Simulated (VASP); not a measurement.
Here is a VASP 6.6.1 calculation.

File INCAR:

```
SYSTEM = SnSe2
PREC = Accurate
ENCUT = 520
EDIFF = 1E-7
ISMEAR = 0
SIGMA = 0.02
LREAL = .False.
LASPH = .True.
NELM = 80
ALGO = Normal
ISIF = 2
LWAVE = .False.
LCHARG = .False.
GGA = PE
NBANDS = 20
```

The input KPOINTS:

```
Automatic mesh
0
Gamma
  12 12 4
  0 0 0
```

Contents of POSCAR:

```
SnSe2
1.0
    3.7168054206      0.0000000000      0.0000000000
   -1.8584027103      3.3864962441      0.0000000000
    0.0000000000      0.0000000000      7.0408120363
Sn Se
1 2
Direct
    0.0000000000      0.0000000000      0.0000000000
    0.6673630991      0.3347119215      0.7731561741
    0.3326369009      0.6652880785      0.2268438259
```

Potentials or basis: VASP PAW PBE potentials, release 64 (Sn_d, Se).

The run is started by

```bash
$ cat potpaw_PBE.64/Sn_d/POTCAR potpaw_PBE.64/Se/POTCAR > POTCAR
$ mpirun -np 1 vasp_std > vasp.out
```

Task: What does it give for the band gap on the k mesh?

Result: 0.42 eV (least direct gap 1.04 eV).

Task: What does it give for the pressure?

Result: 1.8 GPa.

Stress tensor (GPa, compression positive):
```
 4.11  0.00  0.00
 0.00  0.32 -0.17
 0.00 -0.17  1.00
```

Caveat: the cell differs from its parent crystal (uniaxial strain along a: -4.0 %); spin-orbit coupling is left out, which moves the levels of the heavy elements; this functional lacks dispersion, which binds the layers, so the pressure and a relaxed spacing across them are unreliable. A k mesh can miss the band edges.
